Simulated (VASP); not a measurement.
Write the native input for VASP 6.6.1 that does the following.

| Item | Value |
| --- | --- |
| Task | single point |
| Functional | r2SCAN |
| Potentials or basis | VASP PAW PBE potentials, release 64 (Hf_pv, H) |
| Cutoff | 520 eV |
| k mesh | 16 × 16 × 16 |
| Occupations | gaussian, width 0.1 eV |
| Spin | no spin polarisation |
| Dipole correction | no |
| Further INCAR settings | ALGO = Normal; EDIFF = 1e-06; NBANDS = 13 |

Crystal: HfH2.

```
CELL_PARAMETERS angstrom
-1.73565 1.73565 2.16010
1.73565 -1.73565 2.16010
1.73565 1.73565 -2.16010
ATOMIC_POSITIONS crystal
Hf 0.00000 0.00000 0.00000
H 0.75000 0.25000 0.50000
H 0.25000 0.75000 0.50000
```

One way to write it, as run:

POSCAR

```
HfH2
1.0
   -1.7356525558      1.7356525558      2.1600964357
    1.7356525558     -1.7356525558      2.1600964357
    1.7356525558      1.7356525558     -2.1600964357
Hf H
1 2
Direct
    0.0000000000      0.0000000000      0.0000000000
    0.7500000000      0.2500000000      0.5000000000
    0.2500000000      0.7500000000      0.5000000000
```

INCAR.step1

```
SYSTEM = HfH2
PREC     = Accurate       ! precision mode
ENCUT    = 520            ! plane-wave cutoff, eV
ISMEAR   = 0              ! smearing method
SIGMA    = 0.1            ! smearing width, eV
LREAL    = .FALSE.        ! projectors in reciprocal space
LASPH    = .TRUE.         ! aspherical terms in the spheres
NELM     = 60             ! most SCF steps
NBANDS   = 13             ! bands
GGA      = PE             ! functional
ALGO     = Normal         ! electronic algorithm
EDIFF    = 1E-4           ! SCF threshold, eV
LWAVE    = .TRUE.         ! write WAVECAR
LCHARG   = .FALSE.        ! write CHGCAR
```

INCAR.step2

```
SYSTEM = HfH2
PREC     = Accurate       ! precision mode
ENCUT    = 520            ! plane-wave cutoff, eV
EDIFF    = 1E-6           ! SCF threshold, eV
ISMEAR   = 0              ! smearing method
SIGMA    = 0.1            ! smearing width, eV
LREAL    = .FALSE.        ! projectors in reciprocal space
LASPH    = .TRUE.         ! aspherical terms in the spheres
NELM     = 60             ! most SCF steps
ALGO     = Normal         ! electronic algorithm
ISIF     = 2              ! what is computed and relaxed
LWAVE    = .FALSE.        ! write WAVECAR
LCHARG   = .FALSE.        ! write CHGCAR
METAGGA  = R2SCAN         ! meta-GGA
LMIXTAU  = .TRUE.       
NBANDS   = 13             ! bands
ISTART   = 1
```

KPOINTS

```
regular mesh
0
G
  16 16 16
  0 0 0
```

Potentials or basis: VASP PAW PBE potentials, release 64 (Hf_pv, H).

The run is started by

```console
$ cat potpaw_PBE.64/Hf_pv/POTCAR potpaw_PBE.64/H/POTCAR > POTCAR
$ cp INCAR.step1 INCAR
$ mpirun -np 1 vasp_std > vasp.out
$ cp INCAR.step2 INCAR
$ mpirun -np 1 vasp_std > vasp.out
```

Results of the run:

| Item | Value |
| --- | --- |
| Pressure | -2.1 GPa |
| Band gap on the k mesh | zero (band 6 reaches 6.24 eV, above the bottom of band 7 at 5.05 eV) |

Caveat: the PAW data sets were made with another functional, which shifts forces and pressure a little; spin-orbit coupling is left out, which moves the levels of the heavy elements.

Run time: 8.7 min on 1 thread of Oxide Virtual Turin-like Processor, on a shared host, peak memory 0.21 GiB.
